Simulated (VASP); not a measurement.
Write the native input for VASP 6.6.1 that does the following.

| Property | Result |
| --- | --- |
| Task | single point |
| Functional | PBE |
| Potentials or basis | VASP PAW PBE potentials, release 64 (Be, Te, Se) |
| Cutoff | 520 eV |
| k mesh | 4 × 2 × 4 |
| Occupations | gaussian, width 0.1 eV |
| Spin | no spin polarisation |
| Dipole correction | no |
| Further INCAR settings | ALGO = Normal; EDIFF = 1e-06; NBANDS = 36 |

The structure of Be3Te2Se lies in POSCAR:

```
Be3Te2Se
1.0
    0.0000000000     -3.8982676441      0.0000000000
    7.7965352881      0.0000000000      0.0000000000
   -1.9491338220      1.9491338220      8.2420013308
Be Te Se
6 4 2
Direct
    0.7500000000      0.1250000000      0.5000000000
    0.7500000000      0.6250000000      0.5000000000
    0.0745996782      0.2872998391      0.1491993564
    0.0745996782      0.7872998391      0.1491993564
    0.4254003218      0.4627001609      0.8508006436
    0.4254003218      0.9627001609      0.8508006436
    0.6625245130      0.3312622565      0.3250490261
    0.6625245130      0.8312622565      0.3250490261
    0.3374754870      0.1687377435      0.6749509739
    0.3374754870      0.6687377435      0.6749509739
    0.0000000000      0.0000000000      0.0000000000
    0.0000000000      0.5000000000      0.0000000000
```

These files were run (other wordings do the same):

INCAR

```
ALGO = Normal
EDIFF = 1E-6
ENCUT = 520
GGA = PE
ISIF = 2
ISMEAR = 0
LASPH = T
LCHARG = T
LELF = T
LREAL = F
LVHAR = T
LWAVE = F
NBANDS = 36
NELM = 100
PREC = Accurate
SIGMA = 0.1
```

KPOINTS

```
k-points
0
Gamma
  4 2 4
```

Potentials or basis: VASP PAW PBE potentials, release 64 (Be, Te, Se).

Run with:

```sh
$ cat potpaw_PBE.64/Be/POTCAR potpaw_PBE.64/Te/POTCAR potpaw_PBE.64/Se/POTCAR > POTCAR
$ mpirun -np 1 vasp_std > vasp.out
```

Results of the run:

| Quantity | Value |
| --- | --- |
| Pressure | 0.3 GPa |
| Largest force | 0.005 eV/Å |
| Band gap on the k mesh | 2.02 eV |

Caveat: spin-orbit coupling is left out, which moves the levels of the heavy elements.

It took 81 s on 1 thread of Intel(R) Xeon(R) 6975P-C (Granite Rapids) (shared host), peak memory 0.4 GiB.
